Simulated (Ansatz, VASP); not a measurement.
# Two plane-wave programs on LiB2

INCAR

```
SYSTEM = LiB2
PREC = Accurate ; ENCUT = 600
EDIFF = 1E-7 ; ISMEAR = 0
SIGMA = 0.1 ; LREAL = .False.
LASPH = .True. ; NELM = 60
ALGO = Normal ; ISIF = 3
LWAVE = .False. ; LCHARG = .False.
GGA = PE ; IBRION = 2
NSW = 100 ; EDIFFG = -0.01
```

Contents of KPOINTS:

```
regular mesh
0
Gamma
  18 18 18
  0 0 0
```

The input POSCAR:

```
LiB2
1.0
    1.7234699351      0.9950458309      2.3056703371
   -1.7234699351      0.9950458309      2.3056703371
    0.0000000000     -1.9900916619      2.3056703371
Li B
1 2
Direct
    0.0000000000      0.0000000000      0.0000000000
    0.3739839154      0.3739839154      0.3739839154
    0.6260160846      0.6260160846      0.6260160846
```

Input for Ansatz:

```yaml
crystal:
  lattice:
    - [1.7234699351, 0.9950458309, 2.3056703371]
    - [-1.7234699351, 0.9950458309, 2.3056703371]
    - [0.0, -1.9900916619, 2.3056703371]
  atoms:
    - { symbol: Li, position: [0.0, 0.0, 0.0] }
    - { symbol: B, position: [0.3739839154, 0.3739839154, 0.3739839154] }
    - { symbol: B, position: [0.6260160846, 0.6260160846, 0.6260160846] }
basis:
  ecutwfc: 420
kpoints:
  mp_grid: { grid: [18, 18, 18] }
hamiltonian:
  xc: pbe
scf:
  occupations: { method: gaussian, width: 0.1 }
output:
  forces: true
  stress: true
  eigenvalues: true
  write_density: true
  write_potential: true
  elf: true
  volumetric_format: npy
relax:
  adjacent_minimum: "off"
  f_tol: 0.01
  max_steps: 80
  cell: { stress_tol: 0.05 }
```

Alike in both runs: task relaxation of cell and atoms; functional PBE; k mesh 18 × 18 × 18; occupations gaussian, width 0.1 eV; no spin polarisation.

```csv
,VASP,Ansatz
version,VASP 6.6.1,Ansatz 0.2.0
potentials or method,"VASP PAW PBE potentials, release 64 (Li_sv, B), cutoff 600 eV","scalar-relativistic, plane waves, PAW"
valence electrons in the cell,9,9
```

Ansatz gave:

- gap on the k mesh at the Fermi level, each at its own relaxed structure (eV): none
- relaxed volume (Å³/atom): 7.83
- relaxed cell length with the largest relative difference (Å): 3.042

Task: Which values does VASP return?

Result: gap on the k mesh at the Fermi level, each at its own relaxed structure (eV): none; relaxed volume (Å³/atom): 7.85; relaxed cell length with the largest relative difference (Å): 3.042.

A gap of «none» marks a metal or a gap that the smearing closes.

Noted on VASP's run: the cutoff is short for stress, so the pressure is rough.
